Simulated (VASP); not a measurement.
# ZrSi7 in VASP: further runs

ZrSi7 is run at these levels: PBE; tasks: single point.

All numbers are computed with VASP 6.6.1; they aren't measurements. Logs are shortened: lines on timing, memory, paths and dates and some standing lists are left out, and cuts for length are marked.

### Step 1. The cell of the first run

The structure is hexagonal, space group P6mm (No. 183). The conventional cell has a = 5.224 Å, b = 5.224 Å, c = 5.207 Å, α = 90.00°, β = 90.00°, γ = 120.00°. Within 3.4 Å of Zr (site symmetry 6mm) lie 14 Si at 2.60 to 2.96 Å. Within 3.2 Å of Si (site symmetry 2mm) lie 8 Si at 2.46 to 2.89 Å and 2 Zr at 2.95 Å. Si (site symmetry 2mm) has 8 Si at 2.46 to 2.88 Å and 2 Zr at 2.96 Å within 3.2 Å. Within 3.4 Å of Si (site symmetry 6mm) lie 2 Zr at 2.60 to 2.61 Å and 12 Si at 2.88 to 2.89 Å.

### Step 2. Single point, PBE

File INCAR:

```
PREC = Accurate
ENCUT = 520
EDIFF = 1E-7
ISMEAR = 0
SIGMA = 0.2
LREAL = F
LASPH = T
NELM = 100
ALGO = Normal
ISIF = 2
LWAVE = F
LCHARG = T
GGA = PE
LELF = T
LVHAR = T
NBANDS = 30
```

File KPOINTS:

```
regular mesh
0
Gamma
  4 4 3
```

File POSCAR:

```
ZrSi7
1.0
    5.2240803437      0.0000000000      0.0000000000
   -2.6120401718      4.5241862890      0.0000000000
    0.0000000000      0.0000000000      5.2069990016
Zr Si
1 7
Direct
    0.0000000000      0.0000000000      0.8529213725
    0.5000000000      0.0000000000      1.1151163191
    0.0000000000      0.5000000000      1.1151163191
    0.5000000000      0.5000000000      1.1151163191
    0.5000000000      0.0000000000      0.5866762492
    0.0000000000      0.5000000000      0.5866762492
    0.5000000000      0.5000000000      0.5866762492
    0.0000000000      0.0000000000      0.3525409826
```

Potentials or basis: VASP PAW PBE potentials, release 64 (Zr_sv, Si).

The run is started by

```
> cat potpaw_PBE.64/Zr_sv/POTCAR potpaw_PBE.64/Si/POTCAR > POTCAR
> mpirun -np 1 vasp_std > vasp.out
```

OUTCAR:

```text
PREC = Accurate
   ENCUT = 520
   EDIFF = 1E-7
   ISMEAR = 0
   LREAL = F
   LASPH = T
   NELM = 100
   ISIF = 2
   GGA = PE

 ion  position               nearest neighbor table
   1  0.000  0.000  0.853-   8 2.60   8 2.61   3 2.95   3 2.95   4 2.95   4 2.95   2 2.95   2 2.95
                             6 2.96   6 2.96   7 2.96   7 2.96   5 2.96   5 2.96
   2  0.500  0.000  0.115-   5 2.46   4 2.61   4 2.61   3 2.61   3 2.61   5 2.75   8 2.89   8 2.89
                             1 2.95   1 2.95
   3  0.000  0.500  0.115-   6 2.46   2 2.61   2 2.61   4 2.61   4 2.61   6 2.75   8 2.89   8 2.89
                             1 2.95   1 2.95
   4  0.500  0.500  0.115-   7 2.46   2 2.61   2 2.61   3 2.61   3 2.61   7 2.75   8 2.89   8 2.89
                             1 2.95   1 2.95
   5  0.500  0.000  0.587-   2 2.46   7 2.61   7 2.61   6 2.61   6 2.61   2 2.75   8 2.88   8 2.88
                             1 2.96   1 2.96
   6  0.000  0.500  0.587-   3 2.46   5 2.61   5 2.61   7 2.61   7 2.61   3 2.75   8 2.88   8 2.88
                             1 2.96   1 2.96
   7  0.500  0.500  0.587-   4 2.46   5 2.61   5 2.61   6 2.61   6 2.61   4 2.75   8 2.88   8 2.88
                             1 2.96   1 2.96
   8  0.000  0.000  0.353-   1 2.60   1 2.61   6 2.88   6 2.88   7 2.88   7 2.88   5 2.88   5 2.88
                             3 2.89   3 2.89   4 2.89   4 2.89   2 2.89   2 2.89

  LATTYP: Found a hexagonal cell.
 ALAT       =     5.2240803437
 C/A-ratio  =     0.9967302681

  Lattice vectors:

 A1 = (   5.2240803437,   0.0000000000,   0.0000000000)
 A2 = (  -2.6120401718,   4.5241862890,   0.0000000000)
 A3 = (   0.0000000000,   0.0000000000,   5.2069990016)

Analysis of symmetry for initial positions (statically):
=====================================================================
 Subroutine PRICEL returns:
 Original cell was already a primitive cell.

 Routine SETGRP: Setting up the symmetry group for a
 hexagonal supercell.

 Subroutine GETGRP returns: Found 12 space group operations
 (whereof 12 operations were pure point group operations)
 out of a pool of 24 trial point group operations.

The static configuration has the point symmetry C_6v.

Analysis of symmetry for dynamics (positions and initial velocities):
=====================================================================
 Subroutine PRICEL returns:
 Original cell was already a primitive cell.

 Routine SETGRP: Setting up the symmetry group for a
 hexagonal supercell.

 Subroutine GETGRP returns: Found 12 space group operations
 (whereof 12 operations were pure point group operations)
 out of a pool of 24 trial point group operations.

The dynamic configuration has the point symmetry C_6v.

 Subroutine INISYM returns: Found 12 space group operations
 (whereof 12 operations are pure point group operations),
 and found     1 'primitive' translations

----------------------------------------------------------------------------------------

                                     Primitive cell

  volume of cell :     123.0659

  direct lattice vectors                    reciprocal lattice vectors
     5.224080344  0.000000000  0.000000000     0.191421252  0.110517111  0.000000000
    -2.612040172  4.524186289  0.000000000     0.000000000  0.221034223  0.000000000
     0.000000000  0.000000000  5.206999002     0.000000000  0.000000000  0.192049201

  length of vectors
     5.224080344  5.224080344  5.206999002     0.221034223  0.221034223  0.192049201

  position of ions in fractional coordinates (direct lattice)
     0.000000000  0.000000000  0.852921372
     0.500000000  0.000000000  0.115116319
     1.000000000  0.500000000  0.115116319
     0.500000000  0.500000000  0.115116319
     0.500000000  0.000000000  0.586676249
     1.000000000  0.500000000  0.586676249
     0.500000000  0.500000000  0.586676249
     0.000000000  0.000000000  0.352540983

  ion indices of the primitive-cell ions
   primitive index   ion index
                 1           1
                 2           2
                 3           3
                 4           4
                 5           5
                 6           6
                 7           7
                 8           8

----------------------------------------------------------------------------------------

 KPOINTS: regular mesh

Automatic generation of k-mesh.
 Grid dimensions read from file:
 generate k-points for:    4    4    3

 Generating k-lattice:

  Cartesian coordinates                     Fractional coordinates (reciprocal lattice)
     0.047855313  0.027629278  0.000000000     0.250000000 -0.000000000  0.000000000
     0.000000000  0.055258556  0.000000000     0.000000000  0.250000000  0.000000000
     0.000000000  0.000000000  0.064016400     0.000000000  0.000000000  0.333333333

  Length of vectors
     0.055258556  0.055258556  0.064016400

  Shift w.r.t. Gamma in fractional coordinates (k-lattice)
     0.000000000  0.000000000  0.000000000

 Subroutine IBZKPT returns following result:
 ===========================================

 Found      8 irreducible k-points:

 Following reciprocal coordinates:
            Coordinates               Weight
  0.000000  0.000000  0.000000      1.000000
  0.250000  0.000000  0.000000      6.000000
  0.500000  0.000000  0.000000      3.000000
  0.250000  0.250000  0.000000      6.000000
  0.000000  0.000000  0.333333      2.000000
  0.250000  0.000000  0.333333     12.000000
  0.500000  0.000000  0.333333      6.000000
  0.250000  0.250000  0.333333     12.000000
   k-points           NKPTS =      8   k-points in BZ     NKDIM =      8   number of bands    NBANDS=     30
   number of dos      NEDOS =    301   number of ions     NIONS =      8
   total plane-waves  NPLWV =  64000
   dimension x,y,z NGX =    40 NGY =   40 NGZ =   40
   dimension x,y,z NGXF=    80 NGYF=   80 NGZF=   80
   ions per type =               1   7
   NGX,Y,Z   is equivalent  to a cutoff of  12.73, 12.73, 12.77 a.u.
   NGXF,Y,Z  is equivalent  to a cutoff of  25.46, 25.46, 25.54 a.u.
 SYSTEM =  unknown system
   PREC   = accura    normal or accurate (medium, high low for compatibility)
   ISTART =      0    job   : 0-new  1-cont  2-samecut
   ICHARG =      2    charge: 1-file 2-atom 10-const
   ISPIN  =      1    spin polarized calculation?
   LNONCOLLINEAR =      F non collinear calculations
   LSORBIT =      F    spin-orbit coupling
   LASPH  =      T    aspherical Exc in radial PAW
   ENCUT  =  520.0 eV  38.22 Ry    6.18 a.u.   9.71  9.71  9.68*2*pi/ulx,y,z
   NELM   =    100;   NELMIN=  2; NELMDL= -5     # of ELM steps
   EDIFF  = 0.1E-06   stopping-criterion for ELM
   LREAL  =      F    real-space projection
   EDIFFG = 0.1E-05   stopping-criterion for IOM
   NSW    =      0    number of steps for IOM
   IBRION =     -1    ionic relax: 0-MD 1-quasi-New 2-CG
   NFREE  =      0    steps in history (QN), initial steepest desc. (CG)
   ISIF   =      2    stress and relaxation
   ISYM   =      2    0-nonsym 1-usesym 2-fastsym
   POTIM  = 0.5000    time-step for ionic-motion
   TEBEG  =    0.0;   TEEND  =   0.0 temperature during run
   PSTRESS=    0.0 pullay stress
   NELECT =      40.0000    total number of electrons
   NUPDOWN=      -1.0000    fix difference up-down
   EMIN   =  10.00;   EMAX   =-10.00  energy-range for DOS
   EFERMI =   0.00;   METHOD = LEGACY
   ISMEAR =     0;   SIGMA  =   0.20  broadening in eV -4-tet -1-fermi 0-gaus
   EFERMI_NEDOS =   21; number of points for ismear=-14 and -15
   IALGO  =     38    algorithm
   IMIX   =      4    mixing-type and parameters
     AMIX     =   0.40;   BMIX     =  1.00
     AMIX_MAG =   1.60;   BMIX_MAG =  1.00
  volume/ion in A,a.u.               =      15.38       103.81
  Fermi-wavevector in a.u.,A,eV,Ry     =   1.125595  2.127066 17.238098  1.266964
  Thomas-Fermi vector in A             =   2.262273
   LORBIT       =      0    0 simple, 1 ext, 2 COOP (PROOUT), +10 PAW based schemes
   GGA     = PE    functional components
   LHFCALC =     F    Hartree Fock is set to
   AEXX    =    0.0000 exact exchange contribution
   IVDW    =     0    specifies the selected vdW correction
   LEPSILON=     F    determine dielectric tensor
   LRPA    =     F    only Hartree local field effects (RPA)
 non-spin polarized calculation
 Gauss-broadening in eV      SIGMA  =   0.20
  energy-cutoff  :      520.00
  volume of cell :      123.07
 maximum number of plane-waves:      3343
 NGX is ok and might be reduce to    40
   NGX = 19   NGY = 19   NGZ = 19

 number of electron      39.9999998 magnetization

 Free energy of the ion-electron system (eV)
  ---------------------------------------------------
  ext. energy  EPLUGINS =         0.00000000
  ---------------------------------------------------
  free energy    TOTEN  =       -46.18553780 eV

  energy without entropy =      -46.10393778  energy(sigma->0) =      -46.14473779

 E-fermi :  10.1128     XC(G=0): -11.1973

 val. band max:       10.1047776104   @ k =   0.2500   0.2500   0.3333
 cond. band min:      10.3180378730   @ k =   0.2500   0.0000   0.0000
 fundamental gap:      0.2132602626
 Fermi energy:        10.1127560661

 k-point     1 :       0.0000    0.0000    0.0000
  band No.  band energies     occupation
      1     -38.8808      2.00000
      2     -17.0464      2.00000
      3     -17.0108      2.00000
      4     -17.0108      2.00000
      5      -3.5592      2.00000
      6       1.1772      2.00000
[... 22 lines left out ...]
     29      14.7818      0.00000
     30      15.0750      0.00000

 k-point     2 :       0.2500    0.0000    0.0000
  band No.  band energies     occupation
      1     -38.8807      2.00000
      2     -17.0456      2.00000
      3     -17.0156      2.00000
      4     -17.0121      2.00000
      5      -3.1080      2.00000
      6       0.2864      2.00000
[... 22 lines left out ...]
     29      14.0999      0.00000
     30      14.2815      0.00000

 k-point     3 :       0.5000    0.0000    0.0000
  band No.  band energies     occupation
      1     -38.8806      2.00000
      2     -17.0449      2.00000
      3     -17.0203      2.00000
      4     -17.0133      2.00000
      5      -1.9700      2.00000
      6      -1.5842      2.00000
[... 22 lines left out ...]
     29      13.9919      0.00000
     30      14.0423      0.00000

 k-point     4 :       0.2500    0.2500    0.0000
  band No.  band energies     occupation
      1     -38.8806      2.00000
      2     -17.0449      2.00000
      3     -17.0186      2.00000
      4     -17.0151      2.00000
      5      -2.2414      2.00000
      6      -0.7447      2.00000
[... 22 lines left out ...]
     29      13.7935      0.00000
     30      14.1240      0.00000

 k-point     5 :       0.0000    0.0000    0.3333
  band No.  band energies     occupation
      1     -38.8806      2.00000
      2     -17.0549      2.00000
      3     -17.0105      2.00000
      4     -17.0105      2.00000
      5      -3.0153      2.00000
      6      -0.9111      2.00000
[... 22 lines left out ...]
     29      14.7914      0.00000
     30      14.7914      0.00000

 k-point     6 :       0.2500    0.0000    0.3333
  band No.  band energies     occupation
      1     -38.8806      2.00000
      2     -17.0540      2.00000
      3     -17.0151      2.00000
      4     -17.0117      2.00000
      5      -2.5884      2.00000
      6      -0.4955      2.00000
[... 22 lines left out ...]
     29      14.1277      0.00000
     30      15.0446      0.00000

 k-point     7 :       0.5000    0.0000    0.3333
  band No.  band energies     occupation
      1     -38.8805      2.00000
      2     -17.0531      2.00000
      3     -17.0198      2.00000
      4     -17.0130      2.00000
      5      -1.5447      2.00000
      6      -1.0474      2.00000
[... 22 lines left out ...]
     29      13.7422      0.00000
     30      14.1916      0.00000

 k-point     8 :       0.2500    0.2500    0.3333
  band No.  band energies     occupation
      1     -38.8805      2.00000
      2     -17.0531      2.00000
      3     -17.0181      2.00000
      4     -17.0147      2.00000
      5      -1.7652      2.00000
      6      -0.2880      2.00000
[... 22 lines left out ...]
     29      13.9130      0.00000
     30      13.9506      0.00000

------------------------ aborting loop because EDIFF is reached ----------------------------------------

  FORCE on cell =-STRESS in cart. coord.  units (eV):
  Direction    XX          YY          ZZ          XY          YZ          ZX
  --------------------------------------------------------------------------------------
  -------------------------------------------------------------------------------------
  Total        0.1716264      0.1716264      0.0324179      0.0000000     -0.0000000      0.0000000
  in kB        2.2343784      2.2343784      0.4220444      0.0000000     -0.0000000      0.0000000
  external PRESSURE =       1.6302671 kB  Pullay stress =       0.0000000 kB

 VOLUME and BASIS-vectors are now :
 -----------------------------------------------------------------------------
  energy-cutoff  :      520.00
  volume of cell :      123.07
      direct lattice vectors                 reciprocal lattice vectors
     5.224080344  0.000000000  0.000000000     0.191421252  0.110517111  0.000000000
    -2.612040172  4.524186289  0.000000000     0.000000000  0.221034223  0.000000000
     0.000000000  0.000000000  5.206999002     0.000000000  0.000000000  0.192049201

 POSITION                                       TOTAL-FORCE (eV/Angst)
 -----------------------------------------------------------------------------------
      0.00000      0.00000      4.44116        -0.000000     -0.000000     -0.045966
      2.61204      0.00000      0.59941         0.000000      0.000000     -0.006499
     -1.30602      2.26209      0.59941         0.000000      0.000000     -0.006499
      1.30602      2.26209      0.59941        -0.000000      0.000000     -0.006499
      2.61204      0.00000      3.05482         0.000000      0.000000      0.015975
     -1.30602      2.26209      3.05482         0.000000      0.000000      0.015975
      1.30602      2.26209      3.05482         0.000000      0.000000      0.015975
      0.00000      0.00000      1.83568        -0.000000     -0.000000      0.017537
 -----------------------------------------------------------------------------------
    total drift:                                0.000000      0.000000      0.000040

  FREE ENERGIE OF THE ION-ELECTRON SYSTEM (eV)
  ---------------------------------------------------
  free  energy   TOTEN  =       -46.1855377987 eV

  energy  without entropy=      -46.1039377765  energy(sigma->0) =      -46.14473779
```

Run time: 20 s. Hardware: 1 thread of Intel Xeon 6975P-C (Granite Rapids), shared host; peak memory 0.23 GiB.

What came out:

- Free energy: -46.1855 eV
- Pressure: 0.2 GPa
- Largest force: 0.046 eV/Å
- Band gap on the k mesh: zero (band 20 reaches 11.21 eV, above the bottom of band 21 at 9.84 eV)

Forces in eV/Å, atoms in the order of the input:
```
Zr   0.000  0.000 -0.046
Si   0.000  0.000 -0.006
Si   0.000  0.000 -0.006
Si   0.000  0.000 -0.006
Si   0.000  0.000  0.016
Si   0.000  0.000  0.016
Si   0.000  0.000  0.016
Si   0.000  0.000  0.018
```

Stress tensor (GPa, compression positive):
```
0.22 0.00 0.00
0.00 0.22 0.00
0.00 0.00 0.04
```

Levels at points of the mesh, in eV from the Fermi level:
| k point | band 16 | band 17 | band 18 | band 19 | band 20 | band 21 | band 22 | band 23 | band 24 | band 25 |
| --- | --- | --- | --- | --- | --- | --- | --- | --- | --- | --- |
| (0.00, 0.00, 0.00) | -3.45 | -2.80 | -2.80 | -2.38 | -2.38 | -0.18 | 1.21 | 1.21 | 1.22 | 2.22 |
| (0.50, 0.00, 0.00) | -2.90 | -2.66 | -1.59 | -1.08 | -0.52 | 0.50 | 1.73 | 1.74 | 1.90 | 1.99 |

Caveat: the k points lie up to 0.40 Å⁻¹ apart.

### Step 3. Single point, PBE

File INCAR:

```
  PREC = Accurate
  ENCUT = 520
  EDIFF = 1E-6
  ISMEAR = 0
  SIGMA = 0.1
  LREAL = False
  LASPH = True
  NELM = 60
  ALGO = Normal
  ISIF = 2
  LWAVE = False
  LCHARG = False
  GGA = PE
  NBANDS = 30
```

File KPOINTS:

```
regular mesh
0
Gamma
  6 6 6
```

File POSCAR:

```
ZrSi7
1.0
    5.2184268409      0.0000000000      0.0000000000
   -2.6092134204      4.5192902120      0.0000000000
    0.0000000000      0.0000000000      5.2179000505
Zr Si
1 7
Direct
    0.0000000000      0.0000000000      0.5000000000
    0.5000000000      0.0000000000      0.7588662418
    0.0000000000      0.5000000000      0.7588662418
    0.5000000000      0.5000000000      0.7588662418
    0.5000000000      0.0000000000      0.2411337582
    0.0000000000      0.5000000000      0.2411337582
    0.5000000000      0.5000000000      0.2411337582
    0.0000000000      0.0000000000      0.0000000000
```

Potentials or basis: VASP PAW PBE potentials, release 64 (Zr_sv, Si).

The run is started by

```
> cat potpaw_PBE.64/Zr_sv/POTCAR potpaw_PBE.64/Si/POTCAR > POTCAR
> mpirun -np 1 vasp_std > vasp.out
```

Wall time 43 s (1 thread of Intel Xeon 6975P-C (Granite Rapids), shared host); peak memory 0.28 GiB.

The run converged. Its results:

```yaml
Free_energy: -46.1617 eV
Pressure: 0.0 GPa
Band_gap_on_the_k_mesh: zero (band 20 reaches 11.25 eV, above the bottom of band 21 at 9.31 eV)
```

Forces on the atoms (eV/Å):
```
Zr   0.000  0.000  0.000
Si   0.000  0.000  0.003
Si   0.000  0.000  0.003
Si   0.000  0.000  0.003
Si   0.000  0.000 -0.003
Si   0.000  0.000 -0.003
Si   0.000  0.000 -0.003
Si   0.000  0.000  0.000
```

Levels at points of the mesh, in eV from the Fermi level:
| k point | band 17 | band 18 | band 19 | band 20 | band 21 | band 22 | band 23 | band 24 |
| --- | --- | --- | --- | --- | --- | --- | --- | --- |
| (0.00, 0.00, 0.00) | -2.79 | -2.79 | -2.45 | -2.45 | -0.28 | 1.05 | 1.05 | 1.16 |
| (0.50, 0.00, 0.00) | -2.73 | -1.49 | -1.09 | -0.53 | 0.44 | 1.69 | 1.74 | 1.81 |
| (0.00, 0.00, 0.50) | -3.46 | -3.46 | -1.63 | -0.41 | 1.74 | 1.74 | 2.88 | 2.88 |
| (0.50, 0.00, 0.50) | -1.42 | -1.30 | -0.74 | -0.51 | -0.23 | -0.08 | 0.11 | 0.86 |
